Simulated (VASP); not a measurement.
# Mn (P6_3/mmc) in VASP: a series of runs, part 2 of 2

VASP 6.6.1.

**4. Single point, PBEsol, collinear spin, ferromagnetic start**

File INCAR:

```
  PREC = Accurate
  ENCUT = 600
  EDIFF = 1E-6
  ISMEAR = -1
  SIGMA = 0.1
  LREAL = False
  LASPH = True
  NELM = 200
  ALGO = Normal
  ISIF = 2
  LWAVE = False
  LCHARG = True
  ISPIN = 2
  MAGMOM = 4 4
  LORBIT = 11
  LMAXMIX = 4
  GGA = PS
  LELF = True
  LVHAR = True
  NBANDS = 26
  GGA_COMPAT = False
```

File KPOINTS:

```
Automatic mesh
0
Gamma
  10 10 6
```

File POSCAR:

```
Mn
1.0
    2.4836457705      0.0000000000      0.0000000000
   -1.2418228853      2.1509003313      0.0000000000
    0.0000000000      0.0000000000      4.0261950000
Mn
2
Direct
    0.3333333333      0.6666666667      0.2500000000
    0.6666666667      0.3333333333      0.7500000000
```

Potentials or basis: VASP PAW PBE potentials, release 64 (Mn_sv).

On the command line:

```bash
$ cat potpaw_PBE.64/Mn_sv/POTCAR > POTCAR
$ mpirun -np 1 vasp_std > vasp.out
```

OUTCAR:

```text
PREC = Accurate
   ENCUT = 600
   EDIFF = 1E-6
   ISMEAR = -1
   LREAL = False
   LASPH = True
   NELM = 200
   ISIF = 2
   ISPIN = 2
   LORBIT = 11
   GGA = PS

 ion  position               nearest neighbor table
   1  0.333  0.667  0.250-   2 2.47   2 2.47   2 2.47   2 2.47   2 2.47   2 2.47
   2  0.667  0.333  0.750-   1 2.47   1 2.47   1 2.47   1 2.47   1 2.47   1 2.47

  LATTYP: Found a hexagonal cell.
 ALAT       =     2.4836457705
 C/A-ratio  =     1.6210826229

  Lattice vectors:

 A1 = (   2.4836457705,   0.0000000000,   0.0000000000)
 A2 = (  -1.2418228853,   2.1509003313,   0.0000000000)
 A3 = (   0.0000000000,   0.0000000000,   4.0261950000)

Analysis of symmetry for initial positions (statically):
=====================================================================
 Subroutine PRICEL returns:
 Original cell was already a primitive cell.

 Routine SETGRP: Setting up the symmetry group for a
 hexagonal supercell.
[... 898 lines left out ...]
      2     -65.0829      1.00000
      3     -34.4257      1.00000
      4     -33.7512      1.00000
      5     -33.7512      1.00000
      6     -33.6453      1.00000
[... 685 lines left out ...]
     25      31.9820      0.00000
     26      33.7724      0.00000

 [... further k-points ...]

------------------------ aborting loop because EDIFF is reached ----------------------------------------

  FORCE on cell =-STRESS in cart. coord.  units (eV):
  Direction    XX          YY          ZZ          XY          YZ          ZX
  --------------------------------------------------------------------------------------
  -------------------------------------------------------------------------------------
  Total       -1.9247686     -1.9247686     -2.0304121      0.0000000     -0.0000000      0.0000000
  in kB     -143.3786106   -143.3786106   -151.2481348      0.0000000     -0.0000000      0.0000000
  external PRESSURE =    -146.0017853 kB  Pullay stress =       0.0000000 kB

 VOLUME and BASIS-vectors are now :
 -----------------------------------------------------------------------------
  energy-cutoff  :      600.00
  volume of cell :       21.51
      direct lattice vectors                 reciprocal lattice vectors
     2.483645770  0.000000000  0.000000000     0.402633907  0.232460795  0.000000000
    -1.241822885  2.150900331  0.000000000     0.000000000  0.464921589  0.000000000
     0.000000000  0.000000000  4.026195000     0.000000000  0.000000000  0.248373464

 POSITION                                       TOTAL-FORCE (eV/Angst)
 -----------------------------------------------------------------------------------
     -0.00000      1.43393      1.00655         0.000000      0.000000      0.000000
      1.24182      0.71697      3.01965        -0.000000     -0.000000      0.000000
 -----------------------------------------------------------------------------------
    total drift:                               -0.000000      0.000000     -0.000000

  FREE ENERGIE OF THE ION-ELECTRON SYSTEM (eV)
  ---------------------------------------------------
  free  energy   TOTEN  =       -19.6567261747 eV

  energy  without entropy=      -19.5621762621  energy(sigma->0) =      -19.60945122

 total charge

# of ion       s       p       d       tot
------------------------------------------
    1        2.254   6.082   4.680  13.016
    2        2.254   6.082   4.680  13.016
--------------------------------------------------
tot          4.508  12.163   9.361  26.032

 magnetization (x)

# of ion       s       p       d       tot
------------------------------------------
    1        0.000  -0.000  -0.000  -0.000
    2        0.000  -0.000  -0.000  -0.000
--------------------------------------------------
tot          0.000  -0.000  -0.000  -0.000
```

OSZICAR:

```text
N       E                     dE             d eps       ncg     rms          rms(c)
DAV:   1     0.623751705837E+03    0.62375E+03   -0.18481E+04  6186   0.366E+03
DAV:   2     0.337373274573E+02   -0.59001E+03   -0.56561E+03  5856   0.703E+02
DAV:   3    -0.136714515334E+02   -0.47409E+02   -0.45969E+02  7616   0.242E+02
DAV:   4    -0.191782099000E+02   -0.55068E+01   -0.53103E+01 10504   0.570E+01
DAV:   5    -0.193856622206E+02   -0.20745E+00   -0.20723E+00  7810   0.116E+01    0.296E+01
DAV:   6    -0.189454341381E+02    0.44023E+00   -0.91688E+00  6852   0.656E+01    0.105E+01
DAV:   7    -0.194837158792E+02   -0.53828E+00   -0.11007E+00  9382   0.159E+01    0.669E+00
DAV:   8    -0.195922118514E+02   -0.10850E+00   -0.46808E-02 10138   0.251E+00    0.306E+00
DAV:   9    -0.196544080581E+02   -0.62196E-01   -0.54546E-02 10542   0.323E+00    0.683E-01
DAV:  10    -0.196564380122E+02   -0.20300E-02   -0.63272E-03  9056   0.138E+00    0.312E-01
DAV:  11    -0.196566616140E+02   -0.22360E-03   -0.40983E-04  8294   0.299E-01    0.121E-01
DAV:  12    -0.196567171488E+02   -0.55535E-04   -0.45912E-05  8794   0.115E-01    0.425E-02
DAV:  13    -0.196567262415E+02   -0.90928E-05   -0.73772E-06  8538   0.326E-02    0.817E-03
DAV:  14    -0.196567261747E+02    0.66878E-07   -0.80516E-07  4080   0.135E-02
   1 F= -.19656726E+02 E0= -.19609451E+02  d E =-.945499E-01  mag=    -0.0000
```

stdout:

```text
POSCAR found type information on POSCAR Mn
 POSCAR found :  1 types and       2 ions
 scaLAPACK will be used
 -----------------------------------------------------------------------------
|                                                                             |
|                                                                             |
|     You enforced a specific xc type in the INCAR file but a different       |
|     I HOPE YOU KNOW WHAT YOU ARE DOING!                                     |
|                                                                             |
 -----------------------------------------------------------------------------

 LDA part: xc-table for (Slater+PW92), standard interpolation
 POSCAR, INCAR and KPOINTS ok, starting setup
 FFT: planning ... GRIDC
 FFT: planning ... GRID_SOFT
 FFT: planning ... GRID
 WAVECAR not read
 entering main loop
```

Run time: 30 s. Hardware: 1 thread of Intel Xeon 6975P-C (Granite Rapids), shared host; peak memory 0.18 GiB.

What came out:

```
Free energy                                           : -19.6567 eV
Pressure                                              : -14.6 GPa
Band gap on the k mesh                                : zero (filled and empty bands overlap)
Net moment                                            : 0.00 μB per cell
Valence electrons inside the program's atomic spheres : Mn 13.02
```

Stress tensor (GPa, compression positive):
```
-14.34   0.00   0.00
  0.00 -14.34   0.00
  0.00   0.00 -15.12
```

Caveat: the cell stands under tension; the PAW data sets were made with another functional, which shifts forces and pressure a little.
